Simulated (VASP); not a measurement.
# Si63Ge (a cell with a defect) in VASP: single point with PBE

Aim: the single point of Si63Ge (a cell with a defect) with PBE.

Program: VASP 6.6.1. These are calculated values, not measurements. Logs are shortened: lines on timing, memory, paths and dates and some standing lists are left out, and cuts for length are marked.

## Step 1: The cell of the first run

The cell holds a defect, 64 atoms: a = 10.161 Å, b = 10.690 Å, c = 14.247 Å, α = 108.32°, β = 92.88°, γ = 109.83°.

## Step 2: Single point, PBE, collinear spin

The input, INCAR:

```
SYSTEM = Si63Ge
ALGO = Normal
EDIFF = 1E-7
ENCUT = 520
GGA = PE
ISIF = 2
ISMEAR = 0
ISPIN = 2
LASPH = .True.
LCHARG = .False.
LORBIT = 11
LREAL = Auto
LWAVE = .False.
MAGMOM = 0.2 0 0 0 0 0 0 0 0 0 0 0 0 0 0 0 0 0 0 0 0.2 0 0 0 0 0 0 0.2 0 0 0 0 0.2 0 0 0 0 0 0 0 0 0 0 0 0 0 0 0 0 0 0 0 0 0 0.2 0 0 0 0 0 0 0 0 0
NBANDS = 175
NELM = 150
PREC = Accurate
SIGMA = 0.05
```

The input, KPOINTS:

```
k-points
0
Gamma
  1 1 1
  0 0 0
```

The input, POSCAR:

```
Si63Ge
1.0
    6.6508880000      6.6508890000      3.8447710000
   -9.9763330000      3.3254440000      1.9223860000
    3.3254440000     -9.9763330000      9.6119280000
Ge Si
1 63
Direct
    0.1337720109      0.9538287210      0.9546926159
    0.3843536010      0.7044246115      0.7043542577
    0.1333940064      0.7052179233      0.2048331111
    0.6334038320      0.4545641522      0.4547199227
    0.8832239986      0.2048813457      0.2050082187
    0.3827357255      0.4542743308      0.9547355054
    0.6332081687      0.2047933584      0.7046627550
    0.1335608529      0.4544086876      0.4546972142
    0.3839207022      0.2051741594      0.2053327229
    0.1332967217      0.2041168245      0.7047081991
    0.8833170674      0.9545318596      0.4551565332
    0.6335938120      0.9543161764      0.9543956577
    0.8830298289      0.7038601157      0.7041691465
    0.3835694600      0.9545062206      0.4543856972
    0.6336249400      0.7039993265      0.2048905310
    0.8838431383      0.4552721876      0.9547915156
    0.1168700444      0.5467631622      0.0453125019
    0.3662115342      0.2950136542      0.7953439313
    0.6163796709      0.0452728590      0.5453134928
    0.1163993066      0.2952711537      0.2951928905
    0.3709313046      0.0467548707      0.0468317385
    0.1165874401      0.0450357945      0.5452842259
    0.8662685319      0.7950398156      0.2959883972
    0.6170764408      0.7951827623      0.7951036509
    0.8662461391      0.5449308858      0.5449255542
    0.3666332152      0.7953402033      0.2949744946
    0.6156899173      0.5444496209      0.0452465634
    0.1164674332      0.7922531669      0.7923237790
    0.3667296226      0.5451180362      0.5449942977
    0.8663148754      0.2959640981      0.7950587839
    0.6166363759      0.2955588707      0.2955426178
    0.8657088057      0.0459421379      0.0455282965
    0.0426449918      0.1365308063      0.9555498406
    0.2955222293      0.8837233058      0.7042947281
    0.5447817790      0.6340740799      0.4549509920
    0.0439957940      0.8843179931      0.2059574681
    0.2950053553      0.6344596329      0.9548731183
    0.0448596612      0.6338508673      0.4550676423
    0.7947335741      0.3842713578      0.2052533930
    0.5443322998      0.3841050694      0.7051487953
    0.7946223307      0.1339341652      0.4551420158
    0.2944362029      0.3839914643      0.2049900388
    0.5459623850      0.1342969201      0.9548679340
    0.0449305803      0.3836132580      0.7048225621
    0.2947438405      0.1340042501      0.4550647139
    0.7950341234      0.8841706547      0.7051789355
    0.5455368279      0.8836926709      0.2051441191
    0.7936866465      0.6337740196      0.9553264653
    0.2061113294      0.6148592066      0.7941221281
    0.4551949810      0.3657000900      0.5448685133
    0.7051436596      0.1157939770      0.2950337655
    0.2045824518      0.3668119197      0.0451776616
    0.4551166257      0.1156604999      0.7948626522
    0.2051509090      0.1159148760      0.2949987206
    0.9516156928      0.8654231749      0.0466993155
    0.7050354424      0.8657989363      0.5451470384
    0.9553987841      0.6157567717      0.2949951775
    0.4566335208      0.8655143216      0.0450252980
    0.7051982026      0.6156477072      0.7949196821
    0.2055509438      0.8655713877      0.5444531593
    0.4550405945      0.6156279808      0.2947978693
    0.9551936389      0.3656507854      0.5447939526
    0.7059130953      0.3659381430      0.0448758172
    0.9546573422      0.1163470717      0.7947910520
```

Potentials or basis: VASP PAW PBE potentials, release 64 (Ge_d, Si).

Run with:

```console
> cat potpaw_PBE.64/Ge_d/POTCAR potpaw_PBE.64/Si/POTCAR > POTCAR
> mpirun -np 1 vasp_gam > vasp.out
```

OUTCAR:

```text
SYSTEM = Si63Ge
   EDIFF = 1E-7
   ENCUT = 520
   GGA = PE
   ISIF = 2
   ISMEAR = 0
   ISPIN = 2
   LASPH = .True.
   LORBIT = 11
   LREAL = Auto
   NELM = 150
   PREC = Accurate

 ion  position               nearest neighbor table
   1  0.134  0.954  0.955-  28 2.37  21 2.40  55 2.42  33 2.43
   2  0.384  0.704  0.704-  29 2.33  24 2.36  49 2.38  34 2.38
   3  0.133  0.705  0.205-  17 2.33  26 2.36  36 2.38  57 2.38
   4  0.633  0.455  0.455-  31 2.32  25 2.35  35 2.38  50 2.38
   5  0.883  0.205  0.205-  32 2.33  20 2.36  39 2.38  51 2.38
   6  0.383  0.454  0.955-  18 2.33  27 2.36  52 2.38  37 2.38
[... 56 lines left out ...]
  63  0.706  0.366  0.045-  39 2.34  43 2.34  16 2.38  27 2.38
  64  0.955  0.116  0.795-  33 2.33  46 2.34  30 2.38  10 2.38

  LATTYP: Found a triclinic cell.
 ALAT       =    10.1612449887
 B/A-ratio  =     3.0241273988
 C/A-ratio  =     1.1803256044
 COS(alpha) =     0.0006103648
 COS(beta)  =     0.5449076326
 COS(gamma) =     0.7560318497

  Lattice vectors:

 A1 = (  -6.6508880000,  -6.6508890000,  -3.8447710000)
 A2 = ( -26.6035530000,  -0.0000010000, -15.3790840000)
 A3 = (   3.3254450000,  -9.9763330000,  -5.7671570000)

Analysis of symmetry for initial positions (statically):
=====================================================================
 Subroutine PRICEL returns:
 Original cell was already a primitive cell.

 Routine SETGRP: Setting up the symmetry group for a
 triclinic supercell.

 Subroutine GETGRP returns: Found  1 space group operations
 (whereof  1 operations were pure point group operations)
 out of a pool of  2 trial point group operations.

The static configuration has the point symmetry C_1 .

Analysis of symmetry for dynamics (positions and initial velocities):
=====================================================================
 Subroutine PRICEL returns:
 Original cell was already a primitive cell.

 Routine SETGRP: Setting up the symmetry group for a
 triclinic supercell.

 Subroutine GETGRP returns: Found  1 space group operations
 (whereof  1 operations were pure point group operations)
 out of a pool of  2 trial point group operations.

The dynamic configuration has the point symmetry C_1 .

Analysis of structural, dynamic, and magnetic symmetry:
=====================================================================
 Subroutine PRICEL returns:
 Original cell was already a primitive cell.

 Routine SETGRP: Setting up the symmetry group for a
 triclinic supercell.

 Subroutine GETGRP returns: Found  1 space group operations
 (whereof  1 operations were pure point group operations)
 out of a pool of  2 trial point group operations.

The overall configuration has the point symmetry C_1 .

 Subroutine INISYM returns: Found  1 space group operations
 (whereof  1 operations are pure point group operations),
 and found     1 'primitive' translations

----------------------------------------------------------------------------------------

                                     Primitive cell

  volume of cell :    1360.5667

  direct lattice vectors                    reciprocal lattice vectors
     6.650888000  6.650889000  3.844771000     0.037588962  0.075177924  0.065023377
    -9.976333000  3.325444000  1.922386000    -0.075177924  0.037588958  0.065023369
     3.325444000 -9.976333000  9.611928000     0.000000004 -0.037588961  0.065023374

  length of vectors
    10.161244989 10.690246295 14.246928013     0.106267069  0.106267063  0.075106386

  position of ions in fractional coordinates (direct lattice)
     0.133772011  0.953828721  0.954692616
[... 170 lines left out ...]
   ISTART =      0    job   : 0-new  1-cont  2-samecut
   ICHARG =      2    charge: 1-file 2-atom 10-const
   ISPIN  =      2    spin polarized calculation?
   LNONCOLLINEAR =      F non collinear calculations
   LSORBIT =      F    spin-orbit coupling
   LASPH  =      T    aspherical Exc in radial PAW
   ENCUT  =  520.0 eV  38.22 Ry    6.18 a.u.  18.89 19.88 26.49*2*pi/ulx,y,z
   NELM   =    150;   NELMIN=  2; NELMDL= -5     # of ELM steps
   EDIFF  = 0.1E-06   stopping-criterion for ELM
   LREAL  =      T    real-space projection
   EDIFFG = 0.1E-05   stopping-criterion for IOM
   NSW    =      0    number of steps for IOM
   IBRION =     -1    ionic relax: 0-MD 1-quasi-New 2-CG
   NFREE  =      0    steps in history (QN), initial steepest desc. (CG)
   ISIF   =      2    stress and relaxation
   ISYM   =      2    0-nonsym 1-usesym 2-fastsym
   POTIM  = 0.5000    time-step for ionic-motion
   TEBEG  =    0.0;   TEEND  =   0.0 temperature during run
   PSTRESS=    0.0 pullay stress
   NELECT =     266.0000    total number of electrons
   NUPDOWN=      -1.0000    fix difference up-down
   EMIN   =  10.00;   EMAX   =-10.00  energy-range for DOS
   EFERMI =   0.00;   METHOD = LEGACY
   ISMEAR =     0;   SIGMA  =   0.05  broadening in eV -4-tet -1-fermi 0-gaus
   EFERMI_NEDOS =   21; number of points for ismear=-14 and -15
   IALGO  =     38    algorithm
   IMIX   =      4    mixing-type and parameters
     AMIX     =   0.40;   BMIX     =  1.00
     AMIX_MAG =   1.60;   BMIX_MAG =  1.00
  volume/ion in A,a.u.               =      21.26       143.46
  Fermi-wavevector in a.u.,A,eV,Ry     =   0.950157  1.795537 12.283320  0.902799
  Thomas-Fermi vector in A             =   2.078508
   LORBIT       =     11    0 simple, 1 ext, 2 COOP (PROOUT), +10 PAW based schemes
   GGA     = PE    functional components
   LHFCALC =     F    Hartree Fock is set to
   AEXX    =    0.0000 exact exchange contribution
   IVDW    =     0    specifies the selected vdW correction
   LEPSILON=     F    determine dielectric tensor
   LRPA    =     F    only Hartree local field effects (RPA)
 spin polarized calculation
 Gauss-broadening in eV      SIGMA  =   0.05
  energy-cutoff  :      520.00
  volume of cell :     1360.57
 maximum number of plane-waves:     18321
 NGX is ok and might be reduce to    80
   NGX = 37   NGY = 39   NGZ = 53

 number of electron     266.0000001 magnetization       0.0000010

 Free energy of the ion-electron system (eV)
  ---------------------------------------------------
  ext. energy  EPLUGINS =         0.00000000
  ---------------------------------------------------
  free energy    TOTEN  =      -338.32903692 eV

  energy without entropy =     -338.32903692  energy(sigma->0) =     -338.32903692

 E-fermi :   5.1678     XC(G=0):  -9.0978

 val. band max:        4.9224745959   @ k =   0.0000   0.0000   0.0000
 cond. band min:       6.1943182623   @ k =   0.0000   0.0000   0.0000
 fundamental gap:      1.2718436665
 Fermi energy:         5.1678240360

 spin component 1

 k-point     1 :       0.0000    0.0000    0.0000
  band No.  band energies     occupation
      1     -18.8866      1.00000
      2     -18.8806      1.00000
      3     -18.8679      1.00000
      4     -18.8634      1.00000
      5     -18.8481      1.00000
      6      -6.6165      1.00000
[... 137 lines left out ...]
    144       6.8840      0.00000
    145       6.9687      0.00000
 Fermi energy:         5.1678240360

 spin component 2

 k-point     1 :       0.0000    0.0000    0.0000
  band No.  band energies     occupation
      1     -18.8866      1.00000
      2     -18.8806      1.00000
      3     -18.8679      1.00000
      4     -18.8634      1.00000
      5     -18.8481      1.00000
      6      -6.6165      1.00000
[... 137 lines left out ...]
    144       6.8840      0.00000
    145       6.9687      0.00000
 [bands above 145 left out]

------------------------ aborting loop because EDIFF is reached ----------------------------------------

  FORCE on cell =-STRESS in cart. coord.  units (eV):
  Direction    XX          YY          ZZ          XY          YZ          ZX
  --------------------------------------------------------------------------------------
  -------------------------------------------------------------------------------------
  Total        7.9442450     12.8702123     18.8004021     -4.2897514     -5.1916440     -4.9622745
  in kB        9.3549909     15.1557157     22.1389937     -5.0515292     -6.1135806     -5.8434795
  external PRESSURE =      15.5499001 kB  Pullay stress =       0.0000000 kB

 VOLUME and BASIS-vectors are now :
 -----------------------------------------------------------------------------
  energy-cutoff  :      520.00
  volume of cell :     1360.57
      direct lattice vectors                 reciprocal lattice vectors
     6.650888000  6.650889000  3.844771000     0.037588962  0.075177924  0.065023377
    -9.976333000  3.325444000  1.922386000    -0.075177924  0.037588958  0.065023369
     3.325444000 -9.976333000  9.611928000     0.000000004 -0.037588961  0.065023374

 POSITION                                       TOTAL-FORCE (eV/Angst)
 -----------------------------------------------------------------------------------
     -5.45123     -5.46272     11.52439         0.002029      0.010906      0.004664
     -2.12899     -2.12805      9.60213         0.000252     -0.003087      0.009062
     -5.46714      1.18887      3.83741        -0.003607     -0.004052      0.001812
      1.18996      1.18789      7.67988        -0.000493     -0.003035      0.008352
      4.51200      4.51032      5.76018        -0.005689     -0.007147      0.011295
      1.18846     -5.46856     11.52167        -0.000103     -0.003039     -0.001834
[... 56 lines left out ...]
      1.19346      5.46416      3.84889        -0.002821      0.003958      0.002533
      7.83164     -1.19287     11.53358        -0.003841     -0.003351     -0.001885
 -----------------------------------------------------------------------------------
    total drift:                               -0.012327     -0.002460      0.007567

  FREE ENERGIE OF THE ION-ELECTRON SYSTEM (eV)
  ---------------------------------------------------
  free  energy   TOTEN  =      -338.3290369240 eV

  energy  without entropy=     -338.3290369240  energy(sigma->0) =     -338.32903692

 total charge

# of ion       s       p       d       tot
------------------------------------------
    1        1.110   1.337  10.027  12.475
    2        0.750   0.934   0.000   1.684
    3        0.750   0.934   0.000   1.684
    4        0.750   0.935   0.000   1.685
    5        0.750   0.935   0.000   1.685
    6        0.750   0.934   0.000   1.684
[... 56 lines left out ...]
   63        0.755   0.933   0.000   1.687
   64        0.754   0.934   0.000   1.688
--------------------------------------------------
tot         48.511  60.142  10.027 118.681

 magnetization (x)

# of ion       s       p       d       tot
------------------------------------------
    1       -0.000   0.000  -0.000   0.000
    2       -0.000  -0.000   0.000  -0.000
    3        0.000   0.000   0.000   0.000
    4       -0.000  -0.000   0.000  -0.000
    5        0.000   0.000   0.000   0.000
    6        0.000   0.000   0.000   0.000
[... 56 lines left out ...]
   63        0.000   0.000   0.000   0.000
   64        0.000   0.000   0.000   0.000
--------------------------------------------------
tot          0.000  -0.000  -0.000  -0.000
```

Wall time 14 min (1 thread of AMD EPYC 7R13 (Zen 3), shared host); peak memory 1.6 GiB.

Results:

- Free energy: -338.3290 eV
- Pressure: 1.6 GPa
- Largest force: 0.015 eV/Å
- Band gap on the k mesh: 1.27 eV
- Net moment: 0.00 μB per cell
- Valence electrons inside the program's atomic spheres: Ge 12.47; Si 1.68, 1.69 (each value once)

Forces in eV/Å, atoms in the order of the input:
```
Ge   0.002  0.011  0.005
Si   0.000 -0.003  0.009
Si  -0.004 -0.004  0.002
Si   0.000 -0.003  0.008
Si  -0.006 -0.007  0.011
Si   0.000 -0.003 -0.002
Si  -0.005 -0.004 -0.001
Si  -0.005 -0.006  0.001
Si  -0.003 -0.004  0.004
Si   0.002  0.000  0.006
Si  -0.002 -0.004  0.000
Si  -0.005  0.002 -0.007
Si  -0.001  0.001 -0.004
Si  -0.001  0.002  0.005
Si   0.003  0.000  0.006
Si  -0.004  0.005  0.006
Si  -0.001  0.000 -0.007
Si  -0.001  0.002 -0.002
Si  -0.001  0.004 -0.003
Si   0.002  0.001  0.003
Si   0.005  0.003 -0.004
Si   0.003 -0.001 -0.004
Si   0.005 -0.003 -0.005
Si   0.001 -0.001 -0.001
Si   0.003  0.005 -0.003
Si   0.000  0.005 -0.003
Si   0.008 -0.005 -0.005
Si  -0.002 -0.001 -0.003
Si   0.003  0.000 -0.011
Si   0.000  0.002 -0.004
Si   0.002  0.001 -0.006
Si   0.002 -0.009 -0.005
Si   0.005 -0.002 -0.001
Si   0.002  0.004  0.000
Si   0.000 -0.005 -0.001
Si  -0.002 -0.004  0.005
Si   0.003  0.000  0.001
Si   0.002 -0.002 -0.003
Si   0.000 -0.002 -0.006
Si   0.006  0.001 -0.004
Si   0.002 -0.001  0.004
Si   0.001 -0.002  0.001
Si   0.002  0.005  0.002
Si   0.001 -0.002 -0.008
Si   0.000 -0.004  0.000
Si  -0.001 -0.006 -0.007
Si   0.005 -0.002 -0.001
Si  -0.001 -0.003 -0.009
Si  -0.001 -0.003  0.003
Si  -0.004  0.003  0.004
Si   0.003  0.003  0.004
Si  -0.005  0.001  0.009
Si  -0.001  0.003  0.008
Si  -0.008  0.003  0.001
Si  -0.002 -0.004 -0.002
Si  -0.002  0.005  0.001
Si   0.002  0.003  0.005
Si   0.005  0.004 -0.001
Si  -0.002  0.004  0.006
Si   0.000  0.009 -0.003
Si  -0.004  0.000  0.003
Si   0.001  0.005  0.001
Si  -0.003  0.004  0.003
Si  -0.004 -0.003 -0.002
```

Levels at points of the mesh, in eV from the valence-band top:
Spin up:
| k point | band 131 | band 132 | band 133 | band 134 | band 135 | band 136 |
| --- | --- | --- | --- | --- | --- | --- |
| (0.00, 0.00, 0.00) | -0.03 | -0.01 | 0.00 | 1.27 | 1.28 | 1.39 |
Spin down:
| k point | band 130 | band 131 | band 132 | band 133 | band 134 | band 135 | band 136 | band 137 |
| --- | --- | --- | --- | --- | --- | --- | --- | --- |
| (0.00, 0.00, 0.00) | -0.22 | -0.03 | -0.01 | 0.00 | 1.27 | 1.28 | 1.39 | 1.41 |

Caveat: the k points lie up to 0.67 Å⁻¹ apart.
